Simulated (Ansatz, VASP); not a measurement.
# Na3In: VASP beside Ansatz

The input INCAR:

```
PREC = Accurate
ENCUT = 500
EDIFF = 1E-6
ISMEAR = 0
SIGMA = 0.1
LREAL = F
LASPH = T
NELM = 120
ALGO = Normal
ISIF = 2
LWAVE = F
LCHARG = F
GGA = CA
NBANDS = 25
GGA_COMPAT = F
```

The input KPOINTS:

```
Automatic mesh
0
Gamma
  2 2 2
```

File POSCAR:

```
Na3In
1.0
    0.0000000000      3.8904590000      3.8904590000
    3.8904590000      0.0000000000      3.8904590000
    3.8904590000      3.8904590000      0.0000000000
Na In
3 1
Direct
    0.2500000000      0.2500000000      0.2500000000
    0.7500000000      0.7500000000      0.7500000000
    0.5000000000      0.5000000000      0.5000000000
    0.0000000000      0.0000000000      0.0000000000
```

Input for Ansatz:

```yaml
crystal:
  lattice:
    bravais: fcc
    a: 7.780918
  space_group: 225
  atoms:
    - { symbol: Na, position: [0.25, 0.75, 0.75] }
    - { symbol: Na, position: [0.5, 0.0, 0.0] }
    - { symbol: In, position: [0.0, 0.0, 0.0] }
  reduce_to_primitive: true
kpoints:
  mp_grid:
    grid: [2, 2, 2]
hamiltonian:
  xc: lda
  pseudopotentials:
    kind: paw
scf:
  occupations:
    method: gaussian
output:
  forces: true
  stress: true
```

Alike in both runs: task single point; functional LDA; k mesh 2 × 2 × 2; no spin polarisation.

```csv
,VASP,Ansatz
version,VASP 6.6.1,Ansatz 0.2.0
potentials or method,"VASP PAW LDA potentials, release 64 (Na_pv, In_d)","plane waves, PAW"
plane-wave cutoff (eV),500,420
occupations,"gaussian, width 0.1 eV",gaussian
valence electrons in the cell,34,40
```

Ansatz gave:

* pressure (GPa): -1.1

Problem. Which values does VASP return?

Solution. Pressure (GPa): -1.2.

LDA's correlation is that of Perdew and Zunger in VASP and of Perdew and Wang (1992) in Ansatz. VASP's potentials hold 34 valence electrons a cell and Ansatz's 40, so a difference there can come from the potentials and not from the codes.

The k mesh is coarse, so the values compare programs but aren't converged.
